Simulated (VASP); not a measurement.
# SrHfSb2 (P6/mmm) in VASP: single point with PBE

Aim: the single point of SrHfSb2 with PBE.

Everything below comes from runs of VASP 6.6.1. Logs are shortened: lines on timing, memory, paths and dates and some standing lists are left out, and cuts for length are marked.

## Step 1: The cell of the first run

It takes space group P6/mmm (No. 191, hexagonal). Conventional cell: a = 5.641 Å, b = 5.641 Å, c = 6.164 Å, α = 90.00°, β = 90.00°, γ = 120.00°. Sr (site symmetry 6/mmm) has 2 Hf at 3.08 Å and 6 Sb at 3.26 Å within 4.1 Å. Within 4.1 Å of Hf (site symmetry 6/mmm) lie 2 Sr at 3.08 Å. Within 4.3 Å of Sb (site symmetry -6m2) lie 3 Sb at 3.26 Å and 3 Sr at 3.26 Å.

## Step 2: Single point, PBE

INCAR

```
SYSTEM = SrHfSb2
ALGO = Normal
EDIFF = 1E-6
ENCUT = 520
GGA = PE
ISIF = 2
ISMEAR = 0
LASPH = .TRUE.
LCHARG = .FALSE.
LREAL = .FALSE.
LWAVE = .FALSE.
NBANDS = 23
NELM = 60
PREC = Accurate
SIGMA = 0.1
```

KPOINTS

```
k-points
0
G
  12 12 8
  0 0 0
```

POSCAR

```
SrHfSb2
1.0
    5.6405413014      0.0000000000      0.0000000000
   -2.8202706507      4.8848520581      0.0000000000
    0.0000000000      0.0000000000      6.1640384512
Sr Hf Sb
1 1 2
Direct
    0.0000000000      0.0000000000      0.0000000000
    0.0000000000      0.0000000000      0.5000000000
    0.3333333333      0.6666666667      0.0000000000
    0.6666666667      0.3333333333      0.0000000000
```

Potentials or basis: VASP PAW PBE potentials, release 64 (Sr_sv, Hf_pv, Sb).

On the command line:

```bash
cat potpaw_PBE.64/Sr_sv/POTCAR potpaw_PBE.64/Hf_pv/POTCAR potpaw_PBE.64/Sb/POTCAR > POTCAR
mpirun -np 1 vasp_std > vasp.out
```

OUTCAR:

```text
SYSTEM = SrHfSb2
   EDIFF = 1E-6
   ENCUT = 520
   GGA = PE
   ISIF = 2
   ISMEAR = 0
   LASPH = .TRUE.
   LREAL = .FALSE.
   NELM = 60
   PREC = Accurate

 ion  position               nearest neighbor table
   1  0.000  0.000  0.000-   2 3.08   2 3.08   4 3.26   3 3.26   3 3.26   4 3.26   4 3.26   3 3.26

   2  0.000  0.000  0.500-   1 3.08   1 3.08
   3  0.333  0.667  0.000-   4 3.26   1 3.26   4 3.26   1 3.26   1 3.26   4 3.26
   4  0.667  0.333  0.000-   3 3.26   1 3.26   3 3.26   1 3.26   1 3.26   3 3.26

  LATTYP: Found a hexagonal cell.
 ALAT       =     5.6405413014
 C/A-ratio  =     1.0928097361

  Lattice vectors:

 A1 = (   5.6405413014,   0.0000000000,   0.0000000000)
 A2 = (  -2.8202706507,   4.8848520581,   0.0000000000)
 A3 = (   0.0000000000,   0.0000000000,   6.1640384512)

Analysis of symmetry for initial positions (statically):
=====================================================================
 Subroutine PRICEL returns:
 Original cell was already a primitive cell.

 Routine SETGRP: Setting up the symmetry group for a
 hexagonal supercell.

 Subroutine GETGRP returns: Found 24 space group operations
 (whereof 24 operations were pure point group operations)
 out of a pool of 24 trial point group operations.

The static configuration has the point symmetry D_6h.

Analysis of symmetry for dynamics (positions and initial velocities):
=====================================================================
 Subroutine PRICEL returns:
 Original cell was already a primitive cell.

 Routine SETGRP: Setting up the symmetry group for a
 hexagonal supercell.

 Subroutine GETGRP returns: Found 24 space group operations
 (whereof 24 operations were pure point group operations)
 out of a pool of 24 trial point group operations.

The dynamic configuration has the point symmetry D_6h.

 Subroutine INISYM returns: Found 24 space group operations
 (whereof 24 operations are pure point group operations),
 and found     1 'primitive' translations

----------------------------------------------------------------------------------------

                                     Primitive cell

  volume of cell :     169.8390

  direct lattice vectors                    reciprocal lattice vectors
     5.640541301  0.000000000  0.000000000     0.177287949  0.102357245  0.000000000
    -2.820270651  4.884852058  0.000000000     0.000000000  0.204714490  0.000000000
     0.000000000  0.000000000  6.164038451     0.000000000  0.000000000  0.162231305

  length of vectors
     5.640541301  5.640541301  6.164038451     0.204714490  0.204714490  0.162231305

  position of ions in fractional coordinates (direct lattice)
     0.000000000  0.000000000  0.000000000
     0.000000000  0.000000000  0.500000000
     0.333333333  0.666666667  0.000000000
     0.666666667  0.333333333  0.000000000

  ion indices of the primitive-cell ions
   primitive index   ion index
                 1           1
                 2           2
                 3           3
                 4           4

----------------------------------------------------------------------------------------

 KPOINTS: k-points

Automatic generation of k-mesh.
 Grid dimensions read from file:
 generate k-points for:   12   12    8

 Generating k-lattice:

  Cartesian coordinates                     Fractional coordinates (reciprocal lattice)
     0.014773996  0.008529770  0.000000000     0.083333333  0.000000000  0.000000000
     0.000000000  0.017059541  0.000000000     0.000000000  0.083333333  0.000000000
     0.000000000  0.000000000  0.020278913     0.000000000  0.000000000  0.125000000

  Length of vectors
     0.017059541  0.017059541  0.020278913

  Shift w.r.t. Gamma in fractional coordinates (k-lattice)
     0.000000000  0.000000000  0.000000000

 Subroutine IBZKPT returns following result:
 ===========================================

 Found     95 irreducible k-points:

 Following reciprocal coordinates:
            Coordinates               Weight
  0.000000  0.000000  0.000000      1.000000
  0.083333  0.000000  0.000000      6.000000
  0.166667  0.000000  0.000000      6.000000
  0.250000  0.000000  0.000000      6.000000
  0.333333  0.000000  0.000000      6.000000
  0.416667  0.000000  0.000000      6.000000
[... 16 lines left out ...]
  0.250000  0.000000  0.125000     12.000000
  0.333333  0.000000  0.125000     12.000000
 [... further k-points ...]
   k-points           NKPTS =     95   k-points in BZ     NKDIM =     95   number of bands    NBANDS=     23
   number of dos      NEDOS =    301   number of ions     NIONS =      4
   total plane-waves  NPLWV =  84672
   dimension x,y,z NGX =    42 NGY =   42 NGZ =   48
   dimension x,y,z NGXF=    84 NGYF=   84 NGZF=   96
   ions per type =               1   1   2
   NGX,Y,Z   is equivalent  to a cutoff of  12.38, 12.38, 12.95 a.u.
   NGXF,Y,Z  is equivalent  to a cutoff of  24.76, 24.76, 25.89 a.u.
 SYSTEM =  SrHfSb2
   PREC   = accura    normal or accurate (medium, high low for compatibility)
   ISTART =      0    job   : 0-new  1-cont  2-samecut
   ICHARG =      2    charge: 1-file 2-atom 10-const
   ISPIN  =      1    spin polarized calculation?
   LNONCOLLINEAR =      F non collinear calculations
   LSORBIT =      F    spin-orbit coupling
   LASPH  =      T    aspherical Exc in radial PAW
   ENCUT  =  520.0 eV  38.22 Ry    6.18 a.u.  10.49 10.49 11.46*2*pi/ulx,y,z
   NELM   =     60;   NELMIN=  2; NELMDL= -5     # of ELM steps
   EDIFF  = 0.1E-05   stopping-criterion for ELM
   LREAL  =      F    real-space projection
   EDIFFG = 0.1E-04   stopping-criterion for IOM
   NSW    =      0    number of steps for IOM
   IBRION =     -1    ionic relax: 0-MD 1-quasi-New 2-CG
   NFREE  =      0    steps in history (QN), initial steepest desc. (CG)
   ISIF   =      2    stress and relaxation
   ISYM   =      2    0-nonsym 1-usesym 2-fastsym
   POTIM  = 0.5000    time-step for ionic-motion
   TEBEG  =    0.0;   TEEND  =   0.0 temperature during run
   PSTRESS=    0.0 pullay stress
   NELECT =      30.0000    total number of electrons
   NUPDOWN=      -1.0000    fix difference up-down
   EMIN   =  10.00;   EMAX   =-10.00  energy-range for DOS
   EFERMI =   0.00;   METHOD = LEGACY
   ISMEAR =     0;   SIGMA  =   0.10  broadening in eV -4-tet -1-fermi 0-gaus
   EFERMI_NEDOS =   21; number of points for ismear=-14 and -15
   IALGO  =     38    algorithm
   IMIX   =      4    mixing-type and parameters
     AMIX     =   0.40;   BMIX     =  1.00
     AMIX_MAG =   1.60;   BMIX_MAG =  1.00
  volume/ion in A,a.u.               =      42.46       286.53
  Fermi-wavevector in a.u.,A,eV,Ry     =   0.918550  1.735808 11.479696  0.843734
  Thomas-Fermi vector in A             =   2.043644
   LORBIT       =      0    0 simple, 1 ext, 2 COOP (PROOUT), +10 PAW based schemes
   GGA     = PE    functional components
   LHFCALC =     F    Hartree Fock is set to
   AEXX    =    0.0000 exact exchange contribution
   IVDW    =     0    specifies the selected vdW correction
   LEPSILON=     F    determine dielectric tensor
   LRPA    =     F    only Hartree local field effects (RPA)
 non-spin polarized calculation
 Gauss-broadening in eV      SIGMA  =   0.10
  energy-cutoff  :      520.00
  volume of cell :      169.84
 maximum number of plane-waves:      4619
 NGX is ok and might be reduce to    42
   NGX = 21   NGY = 21   NGZ = 23

 number of electron      30.0000001 magnetization

 Free energy of the ion-electron system (eV)
  ---------------------------------------------------
  ext. energy  EPLUGINS =         0.00000000
  ---------------------------------------------------
  free energy    TOTEN  =       -14.59655704 eV

  energy without entropy =      -14.56521239  energy(sigma->0) =      -14.58088471

 E-fermi :   2.6532     XC(G=0):  -8.0721

 val. band max:        2.6532442712   @ k =   0.2500   0.0833   0.1250
 cond. band min:       2.6534494697   @ k =   0.2500   0.0000   0.0000
 fundamental gap:      0.0002051985
 Fermi energy:         2.6532463509

 k-point     1 :       0.0000    0.0000    0.0000
  band No.  band energies     occupation
      1     -32.2045      2.00000
      2     -30.1086      2.00000
      3     -30.1086      2.00000
      4     -29.7795      2.00000
      5     -14.4264      2.00000
      6     -14.3531      2.00000
[... 15 lines left out ...]
     22       7.5207      0.00000
     23       7.5209      0.00000

 k-point     2 :       0.0833    0.0000    0.0000
  band No.  band energies     occupation
      1     -32.2044      2.00000
      2     -30.1086      2.00000
      3     -30.1086      2.00000
      4     -29.7795      2.00000
      5     -14.4262      2.00000
      6     -14.3569      2.00000
[... 15 lines left out ...]
     22       7.0792      0.00000
     23       7.4156      0.00000

 k-point     3 :       0.1667    0.0000    0.0000
  band No.  band energies     occupation
      1     -32.2043      2.00000
      2     -30.1087      2.00000
      3     -30.1086      2.00000
      4     -29.7795      2.00000
      5     -14.4258      2.00000
      6     -14.3673      2.00000
[... 15 lines left out ...]
     22       6.2976      0.00000
     23       7.0529      0.00000

 k-point     4 :       0.2500    0.0000    0.0000
  band No.  band energies     occupation
      1     -32.2042      2.00000
      2     -30.1087      2.00000
      3     -30.1086      2.00000
      4     -29.7795      2.00000
      5     -14.4253      2.00000
      6     -14.3813      2.00000
[... 15 lines left out ...]
     22       5.5050      0.00000
     23       6.6993      0.00000

 k-point     5 :       0.3333    0.0000    0.0000
  band No.  band energies     occupation
      1     -32.2040      2.00000
      2     -30.1088      2.00000
      3     -30.1087      2.00000
      4     -29.7795      2.00000
      5     -14.4247      2.00000
      6     -14.3951      2.00000
[... 434 lines left out ...]
 k-point    22 :       0.1667    0.0000    0.1250
  band No.  band energies     occupation
      1     -32.2057      2.00000
      2     -30.1087      2.00000
      3     -30.1086      2.00000
      4     -29.7771      2.00000
      5     -14.4360      2.00000
      6     -14.3675      2.00000
[... 15 lines left out ...]
     22       5.8974      0.00000
     23       6.5163      0.00000

 k-point    23 :       0.2500    0.0000    0.1250
  band No.  band energies     occupation
      1     -32.2056      2.00000
      2     -30.1087      2.00000
      3     -30.1086      2.00000
      4     -29.7771      2.00000
      5     -14.4354      2.00000
      6     -14.3815      2.00000
[... 15 lines left out ...]
     22       5.3064      0.00000
     23       6.2838      0.00000

 k-point    24 :       0.3333    0.0000    0.1250
  band No.  band energies     occupation
      1     -32.2054      2.00000
      2     -30.1088      2.00000
      3     -30.1087      2.00000
      4     -29.7770      2.00000
      5     -14.4348      2.00000
      6     -14.3954      2.00000
[... 15 lines left out ...]
     22       4.8042      0.00000
     23       6.0379      0.00000

 [... further k-points ...]
[... 5 lines left out ...]
  --------------------------------------------------------------------------------------
  -------------------------------------------------------------------------------------
  Total        0.0145093      0.0145093     -0.0482383      0.0000000      0.0000000      0.0000000
  in kB        0.1368735      0.1368735     -0.4550561      0.0000000      0.0000000      0.0000000
  external PRESSURE =      -0.0604364 kB  Pullay stress =       0.0000000 kB

 VOLUME and BASIS-vectors are now :
 -----------------------------------------------------------------------------
  energy-cutoff  :      520.00
  volume of cell :      169.84
      direct lattice vectors                 reciprocal lattice vectors
     5.640541301  0.000000000  0.000000000     0.177287949  0.102357245  0.000000000
    -2.820270651  4.884852058  0.000000000     0.000000000  0.204714490  0.000000000
     0.000000000  0.000000000  6.164038451     0.000000000  0.000000000  0.162231305

 POSITION                                       TOTAL-FORCE (eV/Angst)
 -----------------------------------------------------------------------------------
      0.00000      0.00000      0.00000         0.000000     -0.000000      0.000000
      0.00000      0.00000      3.08202         0.000000     -0.000000      0.000000
     -0.00000      3.25657      0.00000         0.000000      0.000000      0.000000
      2.82027      1.62828      0.00000        -0.000000      0.000000      0.000000
 -----------------------------------------------------------------------------------
    total drift:                               -0.000000     -0.000000      0.000000

  FREE ENERGIE OF THE ION-ELECTRON SYSTEM (eV)
  ---------------------------------------------------
  free  energy   TOTEN  =       -14.5965570351 eV

  energy  without entropy=      -14.5652123867  energy(sigma->0) =      -14.58088471
```

Run time: 6.8 min. Hardware: 1 thread of Intel Xeon Platinum 8259CL at 2.50GHz (Skylake/Cascade Lake), shared host; peak memory 0.56 GiB.

What came out:

```yaml
Free_energy: -14.5966 eV
Pressure: 0.0 GPa
Band_gap_on_the_k_mesh: zero (band 15 reaches 2.99 eV, above the bottom of band 16 at 2.45 eV)
```

Caveat: spin-orbit coupling is left out, which moves the levels of the heavy elements.
